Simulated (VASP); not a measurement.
Here is a VASP 6.6.1 calculation.

File INCAR:

```
SYSTEM = Mn2AlCu3
ALGO = Normal
EDIFF = 1E-6
EDIFFG = -0.04
ENCUT = 600
GGA = PE
IBRION = 2
ISIF = 3
ISMEAR = 0
ISPIN = 2
LASPH = .True.
LCHARG = .False.
LMAXMIX = 4
LORBIT = 11
LREAL = .False.
LWAVE = .False.
MAGMOM = 4 4 0 0 0 0
NELM = 150
NSW = 90
PREC = Accurate
SIGMA = 0.1
```

KPOINTS

```
k-points
0
Gamma
  4 4 4
  0 0 0
```

POSCAR

```
Mn2AlCu3
1.0
    2.9504498900     -3.8346822400      0.0000000000
    2.9504498900      3.8346822400      0.0000000000
    0.0000000000      0.0000000000      4.2195769000
Mn Al Cu
2 1 3
Direct
    0.0000000000      0.5000000000      0.5000000000
    0.5000000000      0.0000000000      0.5000000000
    0.5000000000      0.5000000000      0.5000000000
    0.8618082300      0.8618082300      0.5000000000
    0.1381917700      0.1381917700      0.5000000000
    0.5000000000      0.5000000000      0.0000000000
```

Potentials or basis: VASP PAW PBE potentials, release 64 (Mn_pv, Al, Cu).

Command:

```console
$ cat potpaw_PBE.64/Mn_pv/POTCAR potpaw_PBE.64/Al/POTCAR potpaw_PBE.64/Cu/POTCAR > POTCAR
$ mpirun -np 1 vasp_std > vasp.out
```

Question: Estimate the net moment.

Answer: -8.98 μB per cell.

Question: Estimate the relaxed volume.

Answer: 24.61 Å³/atom.

Question: Estimate the space group after relaxing (to 0.1 Å).

Answer: Cmmm (No. 65).

Question: What does it give for the relaxed cell?

Answer: a = 5.786 Å, b = 5.786 Å, c = 4.626 Å, α = 90.00°, β = 90.00°, γ = 107.55°.

Final structure:
```
Mn Al Cu
1.0
     3.41961   -4.66781    0.00000
     3.41961    4.66781    0.00000
     0.00000    0.00000    4.62617
Mn Al Cu
2 1 3
Cartesian
  1.7098 2.3339 2.3131
  1.7098 -2.3339 2.3131
  3.4196 0.0000 2.3131
  5.7287 0.0000 2.3131
  1.1105 0.0000 2.3131
  3.4196 0.0000 0.0000
```

Caveat: the k points lie up to 0.34 Å⁻¹ apart in the final cell; the volume moved by over 15 % at a fixed basis, so the end points are rough.
